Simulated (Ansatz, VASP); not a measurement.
## LiBr in VASP and in Ansatz

```
CELL_PARAMETERS angstrom
0.00000 2.69875 2.69875
2.69875 0.00000 2.69875
2.69875 2.69875 0.00000
ATOMIC_POSITIONS crystal
Li 0.00000 0.00000 0.00000
Br 0.50000 0.50000 0.50000
```

Alike in both runs: task single point; functional PBE; k mesh 6 × 6 × 6; no spin polarisation.

|  | VASP | Ansatz |
| --- | --- | --- |
| version | VASP 6.6.1 | Ansatz 0.2.0 |
| potentials or method | VASP PAW PBE potentials, release 64 (Li_sv, Br) | plane waves, PAW |
| plane-wave cutoff (eV) | 750 | 420 |
| occupations | gaussian, width 0.01 eV | fixed |
| valence electrons in the cell | 10 | 10 |

|  | VASP | Ansatz | Ansatz less VASP |
| --- | --- | --- | --- |
| gap on the k mesh at the Fermi level (eV) | 5.20 | 5.20 | -0.004 |
| pressure (GPa) | 1.8 | 1.8 | +0.06 |
